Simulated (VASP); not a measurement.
The system is Cs.

```
Cs
1.0
    -3.12847    3.12847    3.12847
     3.12847   -3.12847    3.12847
     3.12847    3.12847   -3.12847
Cs
1
Direct
  0.00000 0.00000 0.00000
```

```yaml
Program: VASP 6.6.1
Task: relaxation of cell and atoms
Functional: PBEsol
Potentials_or_basis: VASP PAW PBE potentials, release 64 (Cs_sv)
Cutoff: 500 eV
k_mesh: 12 × 12 × 12
Occupations: gaussian, width 0.1 eV
Spin: no spin polarisation
```

At the start: pressure -0.2 GPa; volume 122.48 Å³/atom.

**Question.** How do energy, volume and symmetry change on relaxing?

**Answer.** Over 4 steps the energy falls by 9.9 meV/atom and the volume is 107.99 Å³/atom (-11.8 %); space group Im-3m (No. 229, to 0.1 Å) before and after.

Step by step:
| step | energy change (eV) | largest force (eV/Å) | pressure (GPa) | volume (Å³) |
| --- | --- | --- | --- | --- |
| 1 | 0.0000 | 0.0000 | -0.21 | 122.48 |
| 2 | -0.0033 | 0.0000 | -0.18 | 119.71 |
| 3 | -0.0093 | 0.0000 | -0.06 | 111.66 |
| 4 | -0.0099 | 0.0000 | 0.01 | 107.99 |

Final structure:
```cif
data_structure
_symmetry_space_group_name_H-M 'P 1'
_symmetry_Int_Tables_number 1
_cell_length_a 5.1959
_cell_length_b 5.1959
_cell_length_c 5.1959
_cell_angle_alpha 109.471
_cell_angle_beta 109.471
_cell_angle_gamma 109.471
_cell_volume 107.99
loop_
_atom_site_label
_atom_site_type_symbol
_atom_site_fract_x
_atom_site_fract_y
_atom_site_fract_z
_atom_site_occupancy
Cs1 Cs 0.00000 0.00000 0.00000 1
```

Caveat: the PAW data sets were made with another functional, which shifts forces and pressure a little.
